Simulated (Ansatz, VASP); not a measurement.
**Two plane-wave programs on GaN**

The input POSCAR:

```
GaN
1.0
    0.0000000000      2.4649487501      1.6022166876
    2.4649487501      0.0000000000      1.6022166876
    2.4649487501      2.4649487501      0.0000000000
Ga N
1 1
Direct
    0.0000000000      0.0000000000      0.0000000000
    0.5000000000      0.5000000000      0.5000000000
```

Contents of INCAR.step1:

```
  PREC = Accurate
  ENCUT = 520
  ISMEAR = 0
  SIGMA = 0.05
  LREAL = False
  LASPH = True
  NELM = 100
  NBANDS = 16
  GGA = PE
  ALGO = Normal
  EDIFF = 1E-4
  LWAVE = True
  LCHARG = False
```

File INCAR.step2:

```
  PREC = Accurate
  ENCUT = 520
  EDIFF = 1E-6
  ISMEAR = 0
  SIGMA = 0.05
  LREAL = False
  LASPH = True
  NELM = 100
  ALGO = Normal
  ISIF = 2
  LWAVE = False
  LCHARG = True
  METAGGA = R2SCAN
  LMIXTAU = True
  LELF = True
  LVHAR = True
  NBANDS = 16
  ISTART = 1
```

File KPOINTS:

```
regular mesh
0
Gamma
  12 12 12
```

Input for Ansatz:

```yaml
crystal:
  lattice:
    - [0.0, 2.4649487501, 1.6022166876]
    - [2.4649487501, 0.0, 1.6022166876]
    - [2.4649487501, 2.4649487501, 0.0]
  atoms:
    - { symbol: Ga, position: [0.0, 0.0, 0.0] }
    - { symbol: "N", position: [0.5, 0.5, 0.5] }
basis:
  ecutwfc: 500
kpoints:
  mp_grid: { grid: [12, 12, 12] }
hamiltonian:
  xc: r2scan
scf:
  occupations: { method: gaussian, width: 0.05 }
output:
  forces: true
  stress: true
  eigenvalues: true
```

Alike in both runs: task single point; functional r2SCAN; k mesh 12 × 12 × 12; occupations gaussian, width 0.05 eV; no spin polarisation.

|  | VASP | Ansatz |
| --- | --- | --- |
| version | VASP 6.6.1 | Ansatz 0.2.0 |
| potentials or method | VASP PAW PBE potentials, release 64 (Ga_d, N), cutoff 520 eV | scalar-relativistic, plane waves, PAW |
| valence electrons in the cell | 18 | 18 |

|  | VASP | Ansatz | Ansatz less VASP |
| --- | --- | --- | --- |
| gap on the k mesh at the Fermi level (eV) | 3.83 | 3.87 | +0.044 |
| least direct gap on the mesh (eV) | 4.00 | 4.01 | +0.010 |

VASP's potentials were made for PBE, not for r2SCAN.
